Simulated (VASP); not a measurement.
A run of VASP 6.6.1 is set up as follows.

Contents of INCAR:

```
  PREC = Accurate
  ENCUT = 520
  EDIFF = 1E-6
  ISMEAR = 0
  SIGMA = 0.1
  LREAL = False
  LASPH = True
  NELM = 100
  ALGO = Normal
  ISIF = 2
  LWAVE = False
  LCHARG = False
  GGA = PE
  NBANDS = 40
```

File KPOINTS:

```
regular mesh
0
Gamma
  4 4 4
```

The input POSCAR:

```
GaIr2
1.0
    0.0000000000      3.5513719684      3.5513719684
    3.5513719684      0.0000000000      3.5513719684
    3.5513719684      3.5513719684      0.0000000000
Ga Ir
2 4
Direct
    0.0000000000      0.0000000000      0.0000000000
    0.2500000000      0.2500000000      0.2500000000
    0.6250000000      0.6250000000      0.6250000000
    0.1250000000      0.6250000000      0.6250000000
    0.6250000000      0.6250000000      0.1250000000
    0.6250000000      0.1250000000      0.6250000000
```

Potentials or basis: VASP PAW PBE potentials, release 64 (Ga_d, Ir).

Run with:

```bash
$ cat potpaw_PBE.64/Ga_d/POTCAR potpaw_PBE.64/Ir/POTCAR > POTCAR
$ mpirun -np 1 vasp_std > vasp.out
```

Estimate the band gap on the k mesh.

zero (band 31 reaches 9.35 eV, above the bottom of band 32 at 8.63 eV).

Predict the pressure.

27.7 GPa.

Caveat: the k points lie up to 0.38 Å⁻¹ apart; spin-orbit coupling is left out, which moves the levels of the heavy elements.
